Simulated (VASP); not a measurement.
# Nb (Im-3m) in VASP: a series of runs

The runs below take Nb through single point, relaxation of cell and atoms, with LDA.

All numbers are computed with VASP 6.6.1; they aren't measurements. Logs are shortened: lines on timing, memory, paths and dates and some standing lists are left out, and cuts for length are marked.

### Step 1. The cell of the first run

It takes space group Im-3m (No. 229, cubic). The conventional cell has a = 3.247 Å, b = 3.247 Å, c = 3.247 Å, α = 90.00°, β = 90.00°, γ = 90.00°. Nb (site symmetry m-3m) has 14 Nb at 2.81 to 3.25 Å within 3.7 Å.

### Step 2. Single point, LDA

Contents of INCAR:

```
SYSTEM = Nb
PREC     = Accurate       ! precision mode
ENCUT    = 520            ! plane-wave cutoff, eV
EDIFF    = 1E-7           ! SCF threshold, eV
ISMEAR   = -1             ! smearing method
SIGMA    = 0.05           ! smearing width, eV
LREAL    = .False.        ! projectors in reciprocal space
LASPH    = .True.         ! aspherical terms in the spheres
NELM     = 80             ! most SCF steps
ALGO     = Normal         ! electronic algorithm
ISIF     = 2              ! what is computed and relaxed
LWAVE    = .False.        ! write WAVECAR
LCHARG   = .False.        ! write CHGCAR
NBANDS   = 12             ! bands
```

Contents of KPOINTS:

```
Automatic mesh
0
Gamma
  9 9 9
  0 0 0
```

Contents of POSCAR:

```
Nb
1.0
   -1.6235727527      1.6235727527      1.6235727527
    1.6235727527     -1.6235727527      1.6235727527
    1.6235727527      1.6235727527     -1.6235727527
Nb
1
Direct
    0.0000000000      0.0000000000      0.0000000000
```

Potentials or basis: VASP PAW LDA potentials, release 64 (Nb_sv).

On the command line:

```bash
$ cat potpaw_LDA.64/Nb_sv/POTCAR > POTCAR
$ mpirun -np 1 vasp_std > vasp.out
```

OUTCAR:

```text
SYSTEM = Nb
   PREC = Accurate
   ENCUT = 520
   EDIFF = 1E-7
   ISMEAR = -1
   LREAL = .False.
   LASPH = .True.
   NELM = 80
   ISIF = 2

 ion  position               nearest neighbor table
   1  0.000  0.000  0.000-

  LATTYP: Found a body centered cubic cell.
 ALAT       =     3.2471455054

  Lattice vectors:

 A1 = (  -1.6235727527,   1.6235727527,   1.6235727527)
 A2 = (   1.6235727527,  -1.6235727527,   1.6235727527)
 A3 = (   1.6235727527,   1.6235727527,  -1.6235727527)

Analysis of symmetry for initial positions (statically):
=====================================================================
 Subroutine PRICEL returns:
 Original cell was already a primitive cell.

 Routine SETGRP: Setting up the symmetry group for a
 body centered cubic supercell.

 Subroutine GETGRP returns: Found 48 space group operations
 (whereof 48 operations were pure point group operations)
 out of a pool of 48 trial point group operations.

The static configuration has the point symmetry O_h .

Analysis of symmetry for dynamics (positions and initial velocities):
=====================================================================
 Subroutine PRICEL returns:
 Original cell was already a primitive cell.

 Routine SETGRP: Setting up the symmetry group for a
 body centered cubic supercell.

 Subroutine GETGRP returns: Found 48 space group operations
 (whereof 48 operations were pure point group operations)
 out of a pool of 48 trial point group operations.

The dynamic configuration has the point symmetry O_h .

 Subroutine INISYM returns: Found 48 space group operations
 (whereof 48 operations are pure point group operations),
 and found     1 'primitive' translations

----------------------------------------------------------------------------------------

                                     Primitive cell

  volume of cell :      17.1189

  direct lattice vectors                    reciprocal lattice vectors
    -1.623572753  1.623572753  1.623572753     0.000000000  0.307962793  0.307962793
     1.623572753 -1.623572753  1.623572753     0.307962793  0.000000000  0.307962793
     1.623572753  1.623572753 -1.623572753     0.307962793  0.307962793  0.000000000

  length of vectors
     2.812110497  2.812110497  2.812110497     0.435525159  0.435525159  0.435525159

  position of ions in fractional coordinates (direct lattice)
     0.000000000  0.000000000  0.000000000

  ion indices of the primitive-cell ions
   primitive index   ion index
                 1           1

----------------------------------------------------------------------------------------

 KPOINTS: Automatic mesh

Automatic generation of k-mesh.
 Grid dimensions read from file:
 generate k-points for:    9    9    9

 Generating k-lattice:

  Cartesian coordinates                     Fractional coordinates (reciprocal lattice)
     0.000000000  0.034218088  0.034218088     0.111111111  0.000000000  0.000000000
     0.034218088  0.000000000  0.034218088     0.000000000  0.111111111  0.000000000
     0.034218088  0.034218088  0.000000000     0.000000000  0.000000000  0.111111111

  Length of vectors
     0.048391684  0.048391684  0.048391684

  Shift w.r.t. Gamma in fractional coordinates (k-lattice)
     0.000000000  0.000000000  0.000000000

 Subroutine IBZKPT returns following result:
 ===========================================

 Found     35 irreducible k-points:

 Following reciprocal coordinates:
            Coordinates               Weight
  0.000000  0.000000  0.000000      1.000000
  0.111111  0.000000  0.000000     12.000000
  0.222222  0.000000  0.000000     12.000000
  0.333333  0.000000  0.000000     12.000000
  0.444444  0.000000  0.000000     12.000000
  0.111111  0.111111  0.000000     24.000000
[... 16 lines left out ...]
 -0.333333  0.444444  0.111111     48.000000
 -0.444444 -0.444444  0.111111     24.000000
 [... further k-points ...]
   k-points           NKPTS =     35   k-points in BZ     NKDIM =     35   number of bands    NBANDS=     12
   number of dos      NEDOS =    301   number of ions     NIONS =      1
   total plane-waves  NPLWV =  13824
   dimension x,y,z NGX =    24 NGY =   24 NGZ =   24
   dimension x,y,z NGXF=    48 NGYF=   48 NGZF=   48
   ions per type =               1
   NGX,Y,Z   is equivalent  to a cutoff of  14.19, 14.19, 14.19 a.u.
   NGXF,Y,Z  is equivalent  to a cutoff of  28.38, 28.38, 28.38 a.u.
 SYSTEM =  Nb
   PREC   = accura    normal or accurate (medium, high low for compatibility)
   ISTART =      0    job   : 0-new  1-cont  2-samecut
   ICHARG =      2    charge: 1-file 2-atom 10-const
   ISPIN  =      1    spin polarized calculation?
   LNONCOLLINEAR =      F non collinear calculations
   LSORBIT =      F    spin-orbit coupling
   LASPH  =      T    aspherical Exc in radial PAW
   ENCUT  =  520.0 eV  38.22 Ry    6.18 a.u.   5.23  5.23  5.23*2*pi/ulx,y,z
   NELM   =     80;   NELMIN=  2; NELMDL= -5     # of ELM steps
   EDIFF  = 0.1E-06   stopping-criterion for ELM
   LREAL  =      F    real-space projection
   EDIFFG = 0.1E-05   stopping-criterion for IOM
   NSW    =      0    number of steps for IOM
   IBRION =     -1    ionic relax: 0-MD 1-quasi-New 2-CG
   NFREE  =      0    steps in history (QN), initial steepest desc. (CG)
   ISIF   =      2    stress and relaxation
   ISYM   =      2    0-nonsym 1-usesym 2-fastsym
   POTIM  = 0.5000    time-step for ionic-motion
   TEBEG  =    0.0;   TEEND  =   0.0 temperature during run
   PSTRESS=    0.0 pullay stress
   NELECT =      13.0000    total number of electrons
   NUPDOWN=      -1.0000    fix difference up-down
   EMIN   =  10.00;   EMAX   =-10.00  energy-range for DOS
   EFERMI =   0.00;   METHOD = LEGACY
   ISMEAR =    -1;   SIGMA  =   0.05  broadening in eV -4-tet -1-fermi 0-gaus
   EFERMI_NEDOS =   21; number of points for ismear=-14 and -15
   IALGO  =     38    algorithm
   IMIX   =      4    mixing-type and parameters
     AMIX     =   0.40;   BMIX     =  1.00
     AMIX_MAG =   1.60;   BMIX_MAG =  1.00
  volume/ion in A,a.u.               =      17.12       115.52
  Fermi-wavevector in a.u.,A,eV,Ry     =   1.493588  2.822472 30.351953  2.230806
  Thomas-Fermi vector in A             =   2.605969
   LORBIT       =      0    0 simple, 1 ext, 2 COOP (PROOUT), +10 PAW based schemes
   GGA     = CA    functional components
   LHFCALC =     F    Hartree Fock is set to
   AEXX    =    0.0000 exact exchange contribution
   IVDW    =     0    specifies the selected vdW correction
   LEPSILON=     F    determine dielectric tensor
   LRPA    =     F    only Hartree local field effects (RPA)
 non-spin polarized calculation
  energy-cutoff  :      520.00
  volume of cell :       17.12
 maximum number of plane-waves:       473
 NGX is ok and might be reduce to    24
   NGX = 11   NGY = 11   NGZ = 11

 number of electron      13.0000001 magnetization

 Free energy of the ion-electron system (eV)
  ---------------------------------------------------
  ext. energy  EPLUGINS =         0.00000000
  ---------------------------------------------------
  free energy    TOTEN  =       -11.27339650 eV

  energy without entropy =      -11.26352754  energy(sigma->0) =      -11.26846202

 E-fermi :  11.7418     XC(G=0): -12.9782

 val. band max:       11.7200505440   @ k =   0.1111   0.0000   0.0000
 cond. band min:      11.7838527925   @ k =   0.3333   0.2222   0.0000
 fundamental gap:      0.0638022485
 Fermi energy:        11.7417940045

 k-point     1 :       0.0000    0.0000    0.0000
  band No.  band energies     occupation
      1     -42.2896      2.00000
      2     -17.6181      2.00000
      3     -17.6181      2.00000
      4     -17.6181      2.00000
      5       5.7107      2.00000
      6      12.0413      0.00500
      7      12.0413      0.00500
      8      12.0413      0.00500
      9      15.1175      0.00000
     10      15.1175      0.00000
     11      26.0942      0.00000
     12      26.0942      0.00000

 k-point     2 :       0.1111    0.0000    0.0000
  band No.  band energies     occupation
      1     -42.2545      2.00000
      2     -17.8219      2.00000
      3     -17.6794      2.00000
      4     -17.6201      2.00000
      5       6.2369      2.00000
      6      11.7201      1.21407
      7      11.9414      0.03628
      8      12.5611      0.00000
      9      14.6915      0.00000
     10      15.1224      0.00000
     11      26.5044      0.00000
     12      27.0120      0.00000

 k-point     3 :       0.2222    0.0000    0.0000
  band No.  band energies     occupation
      1     -42.1644      2.00000
      2     -18.3175      2.00000
      3     -17.8317      2.00000
      4     -17.6253      2.00000
      5       7.4367      2.00000
      6      11.0092      2.00000
      7      11.6043      1.87981
      8      14.0389      0.00000
      9      14.4995      0.00000
     10      15.2233      0.00000
     11      26.6553      0.00000
     12      28.5203      0.00000
[... 286 lines left out ...]
 k-point    23 :      -0.3333    0.4444    0.1111
  band No.  band energies     occupation
      1     -41.9621      2.00000
      2     -18.9418      2.00000
      3     -18.2925      2.00000
      4     -17.8740      2.00000
      5       9.0125      2.00000
      6      10.4260      2.00000
      7      11.4919      1.98658
      8      13.9684      0.00000
      9      16.3664      0.00000
     10      18.5500      0.00000
     11      24.9369      0.00000
     12      27.4325      0.00000

 k-point    24 :      -0.4444   -0.4444    0.1111
  band No.  band energies     occupation
      1     -41.9298      2.00000
      2     -19.0607      2.00000
      3     -18.3736      2.00000
      4     -17.8732      2.00000
      5       8.7893      2.00000
      6      10.7576      2.00000
      7      11.2613      1.99987
      8      14.0898      0.00000
      9      17.2075      0.00000
     10      20.2823      0.00000
     11      23.6006      0.00000
     12      26.2095      0.00000

 [... further k-points ...]
[... 5 lines left out ...]
  --------------------------------------------------------------------------------------
  -------------------------------------------------------------------------------------
  Total       -0.0399014     -0.0399014     -0.0399014      0.0000000     -0.0000000      0.0000000
  in kB       -3.7344215     -3.7344215     -3.7344215      0.0000000     -0.0000000      0.0000000
  external PRESSURE =      -3.7344215 kB  Pullay stress =       0.0000000 kB

 VOLUME and BASIS-vectors are now :
 -----------------------------------------------------------------------------
  energy-cutoff  :      520.00
  volume of cell :       17.12
      direct lattice vectors                 reciprocal lattice vectors
    -1.623572753  1.623572753  1.623572753     0.000000000  0.307962793  0.307962793
     1.623572753 -1.623572753  1.623572753     0.307962793  0.000000000  0.307962793
     1.623572753  1.623572753 -1.623572753     0.307962793  0.307962793  0.000000000

 POSITION                                       TOTAL-FORCE (eV/Angst)
 -----------------------------------------------------------------------------------
      0.00000      0.00000      0.00000        -0.000000      0.000000     -0.000000
 -----------------------------------------------------------------------------------
    total drift:                                0.000000      0.000000     -0.000000

  FREE ENERGIE OF THE ION-ELECTRON SYSTEM (eV)
  ---------------------------------------------------
  free  energy   TOTEN  =       -11.2733965031 eV

  energy  without entropy=      -11.2635275393  energy(sigma->0) =      -11.26846202
```

It took 6.3 s on 1 thread of Intel Xeon Platinum 8488C (Sapphire Rapids), shared host; peak memory 0.13 GiB.

Results:

```
Free energy : -11.2734 eV
Pressure    : -0.4 GPa
```

Levels at points of the mesh, in eV from the Fermi level:
```csv
k point,band 2,band 3,band 4,band 5,band 6,band 7,band 8,band 9,band 10,band 11
"(0.00, 0.00, 0.00)",-29.36,-29.36,-29.36,-6.03,0.30,0.30,0.30,3.38,3.38,14.35
```

### Step 3. Relaxation of cell and atoms, LDA

This run uses another cell than the first one, of 18.43 Å³/atom, 1.076 times its volume.

Contents of INCAR:

```
SYSTEM = Nb
  PREC = Accurate
  ENCUT = 600
  EDIFF = 1E-6
  ISMEAR = -1
  SIGMA = 0.05
  LREAL = .FALSE.
  LASPH = .TRUE.
  NELM = 60
  ALGO = Normal
  ISIF = 3
  LWAVE = .FALSE.
  LCHARG = .FALSE.
  IBRION = 2
  NSW = 80
  EDIFFG = -0.03
```

Contents of KPOINTS:

```
regular mesh
0
G
  9 9 9
  0 0 0
```

Contents of POSCAR:

```
Nb
1.0
   -1.6639500000      1.6639500000      1.6639500000
    1.6639500000     -1.6639500000      1.6639500000
    1.6639500000      1.6639500000     -1.6639500000
Nb
1
Direct
    0.0000000000      0.0000000000      0.0000000000
```

Potentials or basis: VASP PAW LDA potentials, release 64 (Nb_sv).

On the command line:

```bash
$ cat potpaw_LDA.64/Nb_sv/POTCAR > POTCAR
$ mpirun -np 1 vasp_std > vasp.out
```

OUTCAR:

```text
SYSTEM = Nb
   PREC = Accurate
   ENCUT = 600
   EDIFF = 1E-6
   ISMEAR = -1
   LREAL = .FALSE.
   LASPH = .TRUE.
   NELM = 60
   ISIF = 3
   IBRION = 2
   NSW = 80
   EDIFFG = -0.03

 ion  position               nearest neighbor table
   1  0.000  0.000  0.000-

  LATTYP: Found a body centered cubic cell.
 ALAT       =     3.3279000000

  Lattice vectors:

 A1 = (  -1.6639500000,   1.6639500000,   1.6639500000)
 A2 = (   1.6639500000,  -1.6639500000,   1.6639500000)
 A3 = (   1.6639500000,   1.6639500000,  -1.6639500000)

Analysis of symmetry for initial positions (statically):
=====================================================================
 Subroutine PRICEL returns:
 Original cell was already a primitive cell.

 Routine SETGRP: Setting up the symmetry group for a
[... 280 lines left out ...]

 E-fermi :  11.7574     XC(G=0): -12.9837

 val. band max:       11.7339698470   @ k =   0.1111   0.0000   0.0000
 cond. band min:      11.8003529775   @ k =   0.3333   0.2222   0.0000
 fundamental gap:      0.0663831305
 Fermi energy:        11.7573544447

 k-point     1 :       0.0000    0.0000    0.0000
  band No.  band energies     occupation
      1     -42.2747      2.00000
      2     -17.6004      2.00000
      3     -17.6004      2.00000
      4     -17.6004      2.00000
      5       5.7231      2.00000
      6      12.0558      0.00511
      7      12.0558      0.00511
      8      12.0558      0.00511
      9      15.1355      0.00000
     10      15.1355      0.00000
[... 287 lines left out ...]
 k-point    24 :      -0.4444   -0.4444    0.1111
  band No.  band energies     occupation
      1     -41.9134      2.00000
      2     -19.0475      2.00000
      3     -18.3582      2.00000
      4     -17.8563      2.00000
      5       8.8006      2.00000
      6      10.7705      2.00000
      7      11.2764      1.99987
      8      14.1066      0.00000
      9      17.2295      0.00000
     10      20.3085      0.00000

 [... further k-points ...]
[... 5 lines left out ...]
  --------------------------------------------------------------------------------------
  -------------------------------------------------------------------------------------
  Total       -0.0103526     -0.0103526     -0.0103526     -0.0000000     -0.0000000      0.0000000
  in kB       -0.9699364     -0.9699364     -0.9699364     -0.0000000     -0.0000000      0.0000000
  external PRESSURE =      -0.9699364 kB  Pullay stress =       0.0000000 kB
[... 16 lines left out ...]
  FREE ENERGIE OF THE ION-ELECTRON SYSTEM (eV)
  ---------------------------------------------------
  free  energy   TOTEN  =       -11.2741811847 eV

  energy  without entropy=      -11.2643616435  energy(sigma->0) =      -11.26927141

 reached required accuracy - stopping structural energy minimisation
```

OSZICAR:

```text
N       E                     dE             d eps       ncg     rms          rms(c)
DAV:   1     0.131765583157E+03    0.13177E+03   -0.79379E+03   708   0.144E+03
[... 36 lines left out ...]
       N       E                     dE             d eps       ncg     rms          rms(c)
DAV:   1    -0.112759117856E+02   -0.18866E-02   -0.54417E-02   882   0.413E+00    0.348E-01
DAV:   2    -0.112742787689E+02    0.16330E-02   -0.40179E-03  1076   0.993E-01    0.915E-02
DAV:   3    -0.112741100831E+02    0.16869E-03   -0.12748E-03  1110   0.442E-01    0.579E-02
DAV:   4    -0.112741488787E+02   -0.38796E-04   -0.46038E-05   940   0.731E-02    0.312E-02
DAV:   5    -0.112741818562E+02   -0.32977E-04   -0.10431E-04  1230   0.823E-02    0.114E-02
DAV:   6    -0.112741811847E+02    0.67153E-06   -0.12916E-06   586   0.174E-02
   4 F= -.11274181E+02 E0= -.11269271E+02  d E =-.557513E-01
```

Run time: 20 s. Hardware: 1 thread of Intel Xeon Platinum 8488C (Sapphire Rapids), shared host; peak memory 0.14 GiB.

Results:

| Quantity | Value |
| --- | --- |
| Free energy | -11.2742 eV |
| Relaxed volume | 17.10 Å³/atom |
| Relaxed cell | a = 2.811 Å, b = 2.811 Å, c = 2.811 Å, α = 109.47°, β = 109.47°, γ = 109.47° |
| Space group after relaxing (to 0.05 Å) | Im-3m (No. 229) |
| Energy gained by relaxing | 55.8 meV/atom |
| Ionic steps | 4 |
| Pressure after relaxing | -0.1 GPa |

Step by step:
| step | energy change (eV) | largest force (eV/Å) | pressure (GPa) | volume (Å³) |
| --- | --- | --- | --- | --- |
| 1 | 0.0000 | 0.0000 | -12.60 | 18.43 |
| 2 | 0.1753 | 0.0000 | 36.55 | 14.83 |
| 3 | -0.0556 | 0.0000 | -0.78 | 17.16 |
| 4 | -0.0558 | 0.0000 | -0.10 | 17.10 |

Final structure:
```
Nb
1.0
    -1.62300    1.62300    1.62300
     1.62300   -1.62300    1.62300
     1.62300    1.62300   -1.62300
Nb
1
Direct
  0.00000 0.00000 0.00000
```

Levels at points of the mesh, in eV from the Fermi level:
```tsv
k point	band 3	band 4	band 5	band 6	band 7	band 8	band 9	band 10
(0.00, 0.00, 0.00)	-29.36	-29.36	-6.03	0.30	0.30	0.30	3.38	3.38
```
